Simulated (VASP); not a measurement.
# GaN (I4/mmm) in VASP: single point with r2SCAN

Aim: the single point of GaN with r2SCAN.

All numbers are computed with VASP 6.6.1; they aren't measurements. Logs are shortened: lines on timing, memory, paths and dates and some standing lists are left out, and cuts for length are marked.

## 1. The cell of the first run

Symmetry: I4/mmm, No. 139, tetragonal system. The conventional cell has a = 3.171 Å, b = 3.171 Å, c = 4.270 Å, α = 90.00°, β = 90.00°, γ = 90.00°. Ga (site symmetry 4/mmm) has 6 N at 2.14 to 2.24 Å within 2.8 Å. Within 2.8 Å of N (site symmetry 4/mmm) lie 6 Ga at 2.14 to 2.24 Å.

## 2. Single point, r2SCAN

POSCAR reads:

```
GaN
1.0
    0.0000000000      2.2419967500      2.1352350000
    2.2419967500      0.0000000000      2.1352350000
    2.2419967500      2.2419967500      0.0000000000
Ga N
1 1
Direct
    0.0000000000      0.0000000000      0.0000000000
    0.5000000000      0.5000000000      0.5000000000
```

INCAR.step1 reads:

```
ALGO     = Normal         # electronic algorithm
EDIFF    = 1E-4           # SCF threshold, eV
ENCUT    = 520            # plane-wave cutoff, eV
GGA      = PE             # functional
ISMEAR   = 0              # smearing method
LASPH    = T              # aspherical terms in the spheres
LCHARG   = F              # write CHGCAR
LREAL    = F              # projectors in reciprocal space
LWAVE    = T              # write WAVECAR
NBANDS   = 16             # bands
NELM     = 100            # most SCF steps
PREC     = Accurate       # precision mode
SIGMA    = 0.05           # smearing width, eV
```

INCAR.step2 reads:

```
ALGO     = Normal         # electronic algorithm
EDIFF    = 1E-6           # SCF threshold, eV
ENCUT    = 520            # plane-wave cutoff, eV
ISIF     = 2              # what is computed and relaxed
ISMEAR   = 0              # smearing method
ISTART   = 1            
LASPH    = T              # aspherical terms in the spheres
LCHARG   = F              # write CHGCAR
LMIXTAU  = T            
LREAL    = F              # projectors in reciprocal space
LWAVE    = F              # write WAVECAR
METAGGA  = R2SCAN         # meta-GGA
NBANDS   = 16             # bands
NELM     = 100            # most SCF steps
PREC     = Accurate       # precision mode
SIGMA    = 0.05           # smearing width, eV
```

KPOINTS reads:

```
k-points
0
Gamma
  8 8 8
```

Potentials or basis: VASP PAW PBE potentials, release 64 (Ga_d, N).

Run with:

```
$ cat potpaw_PBE.64/Ga_d/POTCAR potpaw_PBE.64/N/POTCAR > POTCAR
$ cp INCAR.step1 INCAR
$ mpirun -np 1 vasp_std > vasp.out
$ cp INCAR.step2 INCAR
$ mpirun -np 1 vasp_std > vasp.out
```

OUTCAR:

```text
EDIFF = 1E-6
   ENCUT = 520
   ISIF = 2
   ISMEAR = 0
   ISTART = 1
   LASPH = T
   LREAL = F
   METAGGA = R2SCAN
   NELM = 100
   PREC = Accurate

 ion  position               nearest neighbor table
   1  0.000  0.000  0.000-   2 2.14   2 2.14   2 2.24   2 2.24   2 2.24   2 2.24
   2  0.500  0.500  0.500-   1 2.14   1 2.14   1 2.24   1 2.24   1 2.24   1 2.24

  LATTYP: Found a body centered tetragonal cell.
 ALAT       =     3.1706622106
 C/A-ratio  =     1.3468700594

  Lattice vectors:

 A1 = (   0.0000000000,  -2.2419967500,  -2.1352350000)
 A2 = (   0.0000000000,   2.2419967500,  -2.1352350000)
 A3 = (   2.2419967500,   0.0000000000,   2.1352350000)

Analysis of symmetry for initial positions (statically):
=====================================================================
 Subroutine PRICEL returns:
 Original cell was already a primitive cell.

 Routine SETGRP: Setting up the symmetry group for a
 body centered tetragonal supercell.

 Subroutine GETGRP returns: Found 16 space group operations
 (whereof 16 operations were pure point group operations)
 out of a pool of 16 trial point group operations.

The static configuration has the point symmetry D_4h.

Analysis of symmetry for dynamics (positions and initial velocities):
=====================================================================
 Subroutine PRICEL returns:
 Original cell was already a primitive cell.

 Routine SETGRP: Setting up the symmetry group for a
 body centered tetragonal supercell.

 Subroutine GETGRP returns: Found 16 space group operations
 (whereof 16 operations were pure point group operations)
 out of a pool of 16 trial point group operations.

The dynamic configuration has the point symmetry D_4h.

 Subroutine INISYM returns: Found 16 space group operations
 (whereof 16 operations are pure point group operations),
 and found     1 'primitive' translations

----------------------------------------------------------------------------------------

                                     Primitive cell

  volume of cell :      21.4657

  direct lattice vectors                    reciprocal lattice vectors
     0.000000000  2.241996750  2.135235000    -0.223015488  0.223015488  0.234166263
     2.241996750  0.000000000  2.135235000     0.223015488 -0.223015488  0.234166263
     2.241996750  2.241996750  0.000000000     0.223015488  0.223015488 -0.234166263

  length of vectors
[... 74 lines left out ...]
   ISTART =      1    job   : 0-new  1-cont  2-samecut
   ICHARG =      0    charge: 1-file 2-atom 10-const
   ISPIN  =      1    spin polarized calculation?
   LNONCOLLINEAR =      F non collinear calculations
   LSORBIT =      F    spin-orbit coupling
   LASPH  =      T    aspherical Exc in radial PAW
   ENCUT  =  520.0 eV  38.22 Ry    6.18 a.u.   5.76  5.76  5.90*2*pi/ulx,y,z
   NELM   =    100;   NELMIN=  2; NELMDL=  0     # of ELM steps
   EDIFF  = 0.1E-05   stopping-criterion for ELM
   LREAL  =      F    real-space projection
   EDIFFG = 0.1E-04   stopping-criterion for IOM
   NSW    =      0    number of steps for IOM
   IBRION =     -1    ionic relax: 0-MD 1-quasi-New 2-CG
   NFREE  =      0    steps in history (QN), initial steepest desc. (CG)
   ISIF   =      2    stress and relaxation
   ISYM   =      2    0-nonsym 1-usesym 2-fastsym
   POTIM  = 0.5000    time-step for ionic-motion
   TEBEG  =    0.0;   TEEND  =   0.0 temperature during run
   PSTRESS=    0.0 pullay stress
   NELECT =      18.0000    total number of electrons
   NUPDOWN=      -1.0000    fix difference up-down
   EMIN   =  10.00;   EMAX   =-10.00  energy-range for DOS
   EFERMI =   0.00;   METHOD = LEGACY
   ISMEAR =     0;   SIGMA  =   0.05  broadening in eV -4-tet -1-fermi 0-gaus
   EFERMI_NEDOS =   21; number of points for ismear=-14 and -15
   IALGO  =     38    algorithm
   IMIX   =      4    mixing-type and parameters
     AMIX     =   0.40;   BMIX     =  1.00
     AMIX_MAG =   1.60;   BMIX_MAG =  1.00
  volume/ion in A,a.u.               =      10.73        72.43
  Fermi-wavevector in a.u.,A,eV,Ry     =   1.543774  2.917310 32.425934  2.383239
  Thomas-Fermi vector in A             =   2.649389
   LORBIT       =      0    0 simple, 1 ext, 2 COOP (PROOUT), +10 PAW based schemes
   METAGGA = R2SCAN    functional components
   LHFCALC =     F    Hartree Fock is set to
   AEXX    =    0.0000 exact exchange contribution
   IVDW    =     0    specifies the selected vdW correction
   LEPSILON=     F    determine dielectric tensor
   LRPA    =     F    only Hartree local field effects (RPA)
 non-spin polarized calculation
 Gauss-broadening in eV      SIGMA  =   0.05
  energy-cutoff  :      520.00
  volume of cell :       21.47
 maximum number of plane-waves:       592
   NGX = 11   NGY = 11   NGZ = 11

 number of electron      18.0000008 magnetization

 Free energy of the ion-electron system (eV)
  ---------------------------------------------------
  ext. energy  EPLUGINS =         0.00000000
  ---------------------------------------------------
  free energy    TOTEN  =       -20.75001477 eV

  energy without entropy =      -20.74982809  energy(sigma->0) =      -20.74992143

 E-fermi :   6.2173     XC(G=0): -13.3626

 val. band max:        6.1475394264   @ k =  -0.2500   0.0000   0.1250
 cond. band min:       6.2256708154   @ k =   0.5000   0.5000   0.0000
 fundamental gap:      0.0781313890
 Fermi energy:         6.2172582915

 k-point     1 :       0.0000    0.0000    0.0000
  band No.  band energies     occupation
      1     -10.7330      2.00000
      2      -8.3511      2.00000
      3      -8.3511      2.00000
      4      -8.3467      2.00000
      5      -8.3314      2.00000
      6      -8.2629      2.00000
[... 433 lines left out ...]
      3      -8.3920      2.00000
      4      -8.3135      2.00000
      5      -8.2137      2.00000
      6      -7.9585      2.00000
[... 8 lines left out ...]
     15      25.2913      0.00000
     16      27.5499      0.00000

 [... further k-points ...]
[... 5 lines left out ...]
  --------------------------------------------------------------------------------------
  -------------------------------------------------------------------------------------
  Total       -3.2007960     -3.2007960     -2.8418151      0.0000000     -0.0000000      0.0000000
  in kB     -238.9037387   -238.9037387   -212.1098190      0.0000000     -0.0000000      0.0000000
  external PRESSURE =    -229.9724321 kB  Pullay stress =       0.0000000 kB

 VOLUME and BASIS-vectors are now :
 -----------------------------------------------------------------------------
  energy-cutoff  :      520.00
  volume of cell :       21.47
      direct lattice vectors                 reciprocal lattice vectors
     0.000000000  2.241996750  2.135235000    -0.223015488  0.223015488  0.234166263
     2.241996750  0.000000000  2.135235000     0.223015488 -0.223015488  0.234166263
     2.241996750  2.241996750  0.000000000     0.223015488  0.223015488 -0.234166263

 POSITION                                       TOTAL-FORCE (eV/Angst)
 -----------------------------------------------------------------------------------
      0.00000      0.00000      0.00000         0.000000     -0.000000      0.000000
      2.24200      2.24200      2.13524        -0.000000      0.000000      0.000000
 -----------------------------------------------------------------------------------
    total drift:                                0.000000     -0.000000     -0.000000

  FREE ENERGIE OF THE ION-ELECTRON SYSTEM (eV)
  ---------------------------------------------------
  free  energy   TOTEN  =       -20.7500147688 eV

  energy  without entropy=      -20.7498280878  energy(sigma->0) =      -20.74992143
```

Wall time 72 s (1 thread of Intel Xeon Platinum 8259CL at 2.50GHz (Skylake/Cascade Lake), shared host); peak memory 0.15 GiB.

What came out:

| Item | Value |
| --- | --- |
| Free energy | -20.7500 eV |
| Pressure | -23.0 GPa |
| Band gap on the k mesh | 0.08 eV, indirect (least direct gap 1.61 eV) |

Caveat: the PAW data sets were made with another functional, which shifts forces and pressure a little. A k mesh can miss the band edges.
